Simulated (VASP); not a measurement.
# Ti in VASP: a series of runs

Runs on Ti. Level: PBE. Tasks: single point.

Program: VASP 6.6.1. These are calculated values, not measurements. Logs are shortened: lines on timing, memory, paths and dates and some standing lists are left out, and cuts for length are marked.

**1. The cell of the first run**

The structure is trigonal, space group P-3m1 (No. 164). The conventional cell has a = 4.579 Å, b = 4.579 Å, c = 2.832 Å, α = 90.00°, β = 90.00°, γ = 120.00°. Ti (site symmetry -3m) has 14 Ti at 2.83 to 3.11 Å within 3.7 Å. Within 3.6 Å of Ti (site symmetry 3m) lie 14 Ti at 2.68 to 3.57 Å.

**2. Single point, PBE (atoms displaced along a vibrational mode)**

File INCAR:

```
SYSTEM = Ti
PREC = Accurate ; ENCUT = 500
EDIFF = 1E-6 ; ISMEAR = 0
SIGMA = 0.15 ; LREAL = .False.
LASPH = .True. ; NELM = 120
ALGO = Normal ; ISIF = 2
LWAVE = .False. ; LCHARG = .False.
GGA = PE ; NBANDS = 25
GGA_COMPAT = .False.
```

File KPOINTS:

```
regular mesh
0
Gamma
  12 12 14
  0 0 0
```

File POSCAR:

```
Ti
1.0
    4.5790987804      0.0000000000      0.0000000000
   -2.2895493902      3.9656158702      0.0000000000
    0.0000000000      0.0000000000      2.8317615649
Ti
3
Direct
    0.0000000000      0.0000000000      0.0000000000
    0.3333333333      0.6666666667      0.4237223915
    0.6666666667      0.3333333333      0.5762776085
```

Potentials or basis: VASP PAW PBE potentials, release 64 (Ti_sv).

The run is started by

```sh
$ cat potpaw_PBE.64/Ti_sv/POTCAR > POTCAR
$ mpirun -np 1 vasp_std > vasp.out
```

OUTCAR:

```text
SYSTEM = Ti
   PREC = Accurate
   ENCUT = 500
   EDIFF = 1E-6
   ISMEAR = 0
   LREAL = .False.
   LASPH = .True.
   NELM = 120
   ISIF = 2
   GGA = PE

 ion  position               nearest neighbor table
   1  0.000  0.000  0.000-   2 2.90   3 2.90   2 2.90   3 2.90   3 2.90   2 2.90
   2  0.333  0.667  0.424-   3 2.68   3 2.68   3 2.68   1 2.90   1 2.90   1 2.90
   3  0.667  0.333  0.576-   2 2.68   2 2.68   2 2.68   1 2.90   1 2.90   1 2.90

  LATTYP: Found a hexagonal cell.
 ALAT       =     4.5790987804
 C/A-ratio  =     0.6184102376

  Lattice vectors:

 A1 = (   4.5790987804,   0.0000000000,   0.0000000000)
 A2 = (  -2.2895493902,   3.9656158702,   0.0000000000)
 A3 = (   0.0000000000,   0.0000000000,   2.8317615649)

Analysis of symmetry for initial positions (statically):
=====================================================================
 Subroutine PRICEL returns:
 Original cell was already a primitive cell.

 Routine SETGRP: Setting up the symmetry group for a
 hexagonal supercell.

 Subroutine GETGRP returns: Found 12 space group operations
 (whereof 12 operations were pure point group operations)
 out of a pool of 24 trial point group operations.

The static configuration has the point symmetry D_3d.

Analysis of symmetry for dynamics (positions and initial velocities):
=====================================================================
 Subroutine PRICEL returns:
 Original cell was already a primitive cell.

 Routine SETGRP: Setting up the symmetry group for a
 hexagonal supercell.

 Subroutine GETGRP returns: Found 12 space group operations
 (whereof 12 operations were pure point group operations)
 out of a pool of 24 trial point group operations.

The dynamic configuration has the point symmetry D_3d.

 Subroutine INISYM returns: Found 12 space group operations
 (whereof 12 operations are pure point group operations),
 and found     1 'primitive' translations

----------------------------------------------------------------------------------------

                                     Primitive cell

  volume of cell :      51.4218

  direct lattice vectors                    reciprocal lattice vectors
     4.579098780  0.000000000  0.000000000     0.218383583  0.126083821  0.000000000
    -2.289549390  3.965615870  0.000000000     0.000000000  0.252167641  0.000000000
     0.000000000  0.000000000  2.831761565     0.000000000  0.000000000  0.353137076

  length of vectors
     4.579098780  4.579098780  2.831761565     0.252167641  0.252167641  0.353137076

  position of ions in fractional coordinates (direct lattice)
     0.000000000  0.000000000  0.000000000
     0.333333333  0.666666667  0.423722392
     0.666666667  0.333333333  0.576277608

  ion indices of the primitive-cell ions
   primitive index   ion index
                 1           1
                 2           2
                 3           3

----------------------------------------------------------------------------------------

 KPOINTS: regular mesh

Automatic generation of k-mesh.
 Grid dimensions read from file:
 generate k-points for:   12   12   14

 Generating k-lattice:

  Cartesian coordinates                     Fractional coordinates (reciprocal lattice)
     0.018198632  0.010506985  0.000000000     0.083333333  0.000000000  0.000000000
     0.000000000  0.021013970  0.000000000     0.000000000  0.083333333  0.000000000
     0.000000000  0.000000000  0.025224077     0.000000000  0.000000000  0.071428571

  Length of vectors
     0.021013970  0.021013970  0.025224077

  Shift w.r.t. Gamma in fractional coordinates (k-lattice)
     0.000000000  0.000000000  0.000000000

 Subroutine IBZKPT returns following result:
 ===========================================

 Found    224 irreducible k-points:

 Following reciprocal coordinates:
            Coordinates               Weight
  0.000000  0.000000  0.000000      1.000000
  0.083333 -0.000000  0.000000      6.000000
  0.166667  0.000000  0.000000      6.000000
  0.250000 -0.000000  0.000000      6.000000
  0.333333  0.000000  0.000000      6.000000
  0.416667 -0.000000  0.000000      6.000000
[... 16 lines left out ...]
  0.166667  0.000000  0.071429      6.000000
  0.000000  0.166667  0.071429      6.000000
 [... further k-points ...]
   k-points           NKPTS =    224   k-points in BZ     NKDIM =    224   number of bands    NBANDS=     25
   number of dos      NEDOS =    301   number of ions     NIONS =      3
   total plane-waves  NPLWV =  31104
   dimension x,y,z NGX =    36 NGY =   36 NGZ =   24
   dimension x,y,z NGXF=    72 NGYF=   72 NGZF=   48
   ions per type =               3
   NGX,Y,Z   is equivalent  to a cutoff of  13.07, 13.07, 14.09 a.u.
   NGXF,Y,Z  is equivalent  to a cutoff of  26.14, 26.14, 28.18 a.u.
 SYSTEM =  Ti
   PREC   = accura    normal or accurate (medium, high low for compatibility)
   ISTART =      0    job   : 0-new  1-cont  2-samecut
   ICHARG =      2    charge: 1-file 2-atom 10-const
   ISPIN  =      1    spin polarized calculation?
   LNONCOLLINEAR =      F non collinear calculations
   LSORBIT =      F    spin-orbit coupling
   LASPH  =      T    aspherical Exc in radial PAW
   ENCUT  =  500.0 eV  36.75 Ry    6.06 a.u.   8.35  8.35  5.16*2*pi/ulx,y,z
   NELM   =    120;   NELMIN=  2; NELMDL= -5     # of ELM steps
   EDIFF  = 0.1E-05   stopping-criterion for ELM
   LREAL  =      F    real-space projection
   EDIFFG = 0.1E-04   stopping-criterion for IOM
   NSW    =      0    number of steps for IOM
   IBRION =     -1    ionic relax: 0-MD 1-quasi-New 2-CG
   NFREE  =      0    steps in history (QN), initial steepest desc. (CG)
   ISIF   =      2    stress and relaxation
   ISYM   =      2    0-nonsym 1-usesym 2-fastsym
   POTIM  = 0.5000    time-step for ionic-motion
   TEBEG  =    0.0;   TEEND  =   0.0 temperature during run
   PSTRESS=    0.0 pullay stress
   NELECT =      36.0000    total number of electrons
   NUPDOWN=      -1.0000    fix difference up-down
   EMIN   =  10.00;   EMAX   =-10.00  energy-range for DOS
   EFERMI =   0.00;   METHOD = LEGACY
   ISMEAR =     0;   SIGMA  =   0.15  broadening in eV -4-tet -1-fermi 0-gaus
   EFERMI_NEDOS =   21; number of points for ismear=-14 and -15
   IALGO  =     38    algorithm
   IMIX   =      4    mixing-type and parameters
     AMIX     =   0.40;   BMIX     =  1.00
     AMIX_MAG =   1.60;   BMIX_MAG =  1.00
  volume/ion in A,a.u.               =      17.14       115.67
  Fermi-wavevector in a.u.,A,eV,Ry     =   1.453650  2.747000 28.750452  2.113099
  Thomas-Fermi vector in A             =   2.570892
   LORBIT       =      0    0 simple, 1 ext, 2 COOP (PROOUT), +10 PAW based schemes
   GGA     = PE    functional components
   LHFCALC =     F    Hartree Fock is set to
   AEXX    =    0.0000 exact exchange contribution
   IVDW    =     0    specifies the selected vdW correction
   LEPSILON=     F    determine dielectric tensor
   LRPA    =     F    only Hartree local field effects (RPA)
 non-spin polarized calculation
 Gauss-broadening in eV      SIGMA  =   0.15
  energy-cutoff  :      500.00
  volume of cell :       51.42
 maximum number of plane-waves:      1330
 NGX is ok and might be reduce to    36
   NGX = 17   NGY = 17   NGZ = 11

 number of electron      35.9999992 magnetization

 Free energy of the ion-electron system (eV)
  ---------------------------------------------------
  ext. energy  EPLUGINS =         0.00000000
  ---------------------------------------------------
  free energy    TOTEN  =       -23.38341585 eV

  energy without entropy =      -23.33491009  energy(sigma->0) =      -23.35916297

 E-fermi :   8.2842     XC(G=0): -11.5578

 val. band max:        8.2812312438   @ k =   0.2500   0.0833   0.0714
 cond. band min:       8.2902446546   @ k =   0.2500  -0.0000   0.0714
 fundamental gap:      0.0090134108
 Fermi energy:         8.2841542796

 k-point     1 :       0.0000    0.0000    0.0000
  band No.  band energies     occupation
      1     -48.4241      2.00000
      2     -48.2304      2.00000
      3     -48.0972      2.00000
      4     -24.7444      2.00000
      5     -24.7444      2.00000
      6     -24.6829      2.00000
[... 17 lines left out ...]
     24      10.5555      0.00000
     25      10.5769      0.00000

 k-point     2 :       0.0833   -0.0000    0.0000
  band No.  band energies     occupation
      1     -48.4227      2.00000
      2     -48.2295      2.00000
      3     -48.0996      2.00000
      4     -24.7784      2.00000
      5     -24.7728      2.00000
      6     -24.6474      2.00000
[... 17 lines left out ...]
     24      10.4067      0.00000
     25      10.7462      0.00000

 k-point     3 :       0.1667    0.0000    0.0000
  band No.  band energies     occupation
      1     -48.4187      2.00000
      2     -48.2268      2.00000
      3     -48.1065      2.00000
      4     -24.8270      2.00000
      5     -24.7996      2.00000
      6     -24.5944      2.00000
[... 17 lines left out ...]
     24      10.3257      0.00000
     25      10.8990      0.00000

 k-point     4 :       0.2500   -0.0000    0.0000
  band No.  band energies     occupation
      1     -48.4134      2.00000
      2     -48.2217      2.00000
      3     -48.1172      2.00000
      4     -24.8699      2.00000
      5     -24.8027      2.00000
      6     -24.5451      2.00000
[... 17 lines left out ...]
     24      10.3609      0.00000
     25      11.0618      0.00000
[... 477 lines left out ...]
 k-point    22 :       0.0000    0.0833    0.0714
  band No.  band energies     occupation
      1     -48.4192      2.00000
      2     -48.2276      2.00000
      3     -48.0970      2.00000
      4     -24.7764      2.00000
      5     -24.7631      2.00000
      6     -24.6569      2.00000
[... 17 lines left out ...]
     24      10.4454      0.00000
     25      10.7700      0.00000

 k-point    23 :       0.1667    0.0000    0.0714
  band No.  band energies     occupation
      1     -48.4153      2.00000
      2     -48.2248      2.00000
      3     -48.1039      2.00000
      4     -24.8294      2.00000
      5     -24.7888      2.00000
      6     -24.5884      2.00000
[... 17 lines left out ...]
     24      10.2026      0.00000
     25      10.9997      0.00000

 k-point    24 :       0.0000    0.1667    0.0714
  band No.  band energies     occupation
      1     -48.4154      2.00000
      2     -48.2246      2.00000
      3     -48.1040      2.00000
      4     -24.8115      2.00000
      5     -24.7997      2.00000
      6     -24.6068      2.00000
[... 17 lines left out ...]
     24      10.3811      0.00000
     25      10.9258      0.00000

 [... further k-points ...]

------------------------ aborting loop because EDIFF is reached ----------------------------------------

  FORCE on cell =-STRESS in cart. coord.  units (eV):
  Direction    XX          YY          ZZ          XY          YZ          ZX
  --------------------------------------------------------------------------------------
  -------------------------------------------------------------------------------------
  Total       -0.1146069     -0.1146069      0.4453622      0.0000000      0.0000000      0.0000000
  in kB       -3.5708713     -3.5708713     13.8763943      0.0000000      0.0000000      0.0000000
  external PRESSURE =       2.2448839 kB  Pullay stress =       0.0000000 kB

 VOLUME and BASIS-vectors are now :
 -----------------------------------------------------------------------------
  energy-cutoff  :      500.00
  volume of cell :       51.42
      direct lattice vectors                 reciprocal lattice vectors
     4.579098780  0.000000000  0.000000000     0.218383583  0.126083821  0.000000000
    -2.289549390  3.965615870  0.000000000     0.000000000  0.252167641  0.000000000
     0.000000000  0.000000000  2.831761565     0.000000000  0.000000000  0.353137076

 POSITION                                       TOTAL-FORCE (eV/Angst)
 -----------------------------------------------------------------------------------
      0.00000      0.00000      0.00000        -0.000000      0.000000      0.000000
     -0.00000      2.64374      1.19988        -0.000000      0.000000      0.676089
      2.28955      1.32187      1.63188         0.000000      0.000000     -0.676089
 -----------------------------------------------------------------------------------
    total drift:                               -0.000000      0.000000      0.000000

  FREE ENERGIE OF THE ION-ELECTRON SYSTEM (eV)
  ---------------------------------------------------
  free  energy   TOTEN  =       -23.3834158516 eV

  energy  without entropy=      -23.3349100860  energy(sigma->0) =      -23.35916297
```

Wall time 5.8 min (1 thread of Oxide Virtual Turin-like, shared host); peak memory 0.29 GiB.

Results:

* Free energy: -23.3834 eV
* Pressure: 0.2 GPa
* Largest force: 0.676 eV/Å
* Band gap on the k mesh: zero (bands 18 and 19 overlap by 0.53 eV)

Forces on the atoms (eV/Å):
```
Ti   0.000  0.000  0.000
Ti   0.000  0.000  0.676
Ti   0.000  0.000 -0.676
```

Stress tensor (GPa, compression positive):
```
-0.36  0.00  0.00
 0.00 -0.36  0.00
 0.00  0.00  1.39
```

Caveat: the cell differs from its parent crystal (atoms displaced along a vibrational mode).

(Continued in part 2 of 3.)
